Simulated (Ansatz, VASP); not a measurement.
## Zr2HS4 in VASP and in Ansatz

The input INCAR:

```
SYSTEM = Zr2HS4
PREC = Accurate
ENCUT = 400
EDIFF = 1E-6
ISMEAR = 0
SIGMA = 0.05
LREAL = .False.
LASPH = .True.
NELM = 120
ALGO = Normal
ISIF = 2
LWAVE = .False.
LCHARG = .True.
LDIPOL = .True.
IDIPOL = 3
DIPOL = 0.5 0.5 0.296
GGA = PE
IVDW = 12
LELF = .True.
LVHAR = .True.
LVACPOTAV = .True.
NBANDS = 62
GGA_COMPAT = .False.
NELMDL = -8
```

Contents of KPOINTS:

```
Automatic mesh
0
Gamma
  6 6 1
  0 0 0
```

The input POSCAR:

```
Zr2HS4
1.0
    7.2976778227      0.0000000000      0.0000000000
   -3.6488389114      6.3199743831      0.0000000000
    0.0000000000      0.0000000000     20.9171506047
S Zr H
8 4 2
Direct
    0.3333333333      0.1666666667      0.1912306354
    0.3333333333      0.6666666667      0.1912306354
    0.8333333333      0.1666666667      0.1912306354
    0.8333333333      0.6666666667      0.1912306354
    0.1666666667      0.3333333333      0.3306927762
    0.1666666667      0.8333333333      0.3306927762
    0.6666666667      0.3333333333      0.3306927762
    0.6666666667      0.8333333333      0.3306927762
    0.0000000000      0.0000000000      0.2609617058
    0.0000000000      0.5000000000      0.2609617058
    0.5000000000      0.0000000000      0.2609617058
    0.5000000000      0.5000000000      0.2609617058
    0.3869988249      0.7739976498      0.5028003481
    0.4463345084      0.8926690169      0.5028003481
```

Input for Ansatz:

```yaml
crystal:
  lattice:
    - [7.2976778227, 0.0, 0.0]
    - [-3.6488389114, 6.3199743831, 0.0]
    - [0.0, 0.0, 20.9171506047]
  atoms:
    - { symbol: S, position: [0.3333333333, 0.1666666667, 0.1912306354] }
    - { symbol: S, position: [0.3333333333, 0.6666666667, 0.1912306354] }
    - { symbol: S, position: [0.8333333333, 0.1666666667, 0.1912306354] }
    - { symbol: S, position: [0.8333333333, 0.6666666667, 0.1912306354] }
    - { symbol: Zr, position: [0.0, 0.0, 0.2609617058] }
    - { symbol: Zr, position: [0.0, 0.5, 0.2609617058] }
    - { symbol: Zr, position: [0.5, 0.0, 0.2609617058] }
    - { symbol: Zr, position: [0.5, 0.5, 0.2609617058] }
    - { symbol: S, position: [0.1666666667, 0.3333333333, 0.3306927762] }
    - { symbol: S, position: [0.1666666667, 0.8333333333, 0.3306927762] }
    - { symbol: S, position: [0.6666666667, 0.3333333333, 0.3306927762] }
    - { symbol: S, position: [0.6666666667, 0.8333333333, 0.3306927762] }
    - { symbol: H, position: [0.3869988249, 0.7739976498, 0.5028003481] }
    - { symbol: H, position: [0.4463345084, 0.8926690169, 0.5028003481] }
basis:
  ecutwfc: 420
kpoints:
  mp_grid: { grid: [6, 6, 1] }
hamiltonian:
  xc: pbe
  pseudopotentials: { kind: paw, azcp: { folder: soft_1 } }
  dispersion: d3bj
scf:
  occupations: { method: gaussian, width: 0.05 }
output:
  forces: true
  eigenvalues: true
efield:
  axis: 3
  dipole_correction: true
  ramp_width: 0.04
```

Alike in both runs: task single point; functional PBE; dispersion D3(BJ); k mesh 6 × 6 × 1; occupations gaussian, width 0.05 eV; no spin polarisation.

```csv
,VASP,Ansatz
version,VASP 6.6.1,Ansatz 0.2.0
potentials or method,"VASP PAW PBE potentials, release 64 (S, Zr_sv, H), cutoff 400 eV","scalar-relativistic, plane waves, PAW"
valence electrons in the cell,98,98
```

```csv
,VASP,Ansatz,Ansatz less VASP
gap on the k mesh at the Fermi level (eV),1.10,1.11,+0.003
least direct gap on the mesh (eV),1.10,1.11,+0.003
rms of the force components (eV/Å),0.011,0.010,-0.0005
```
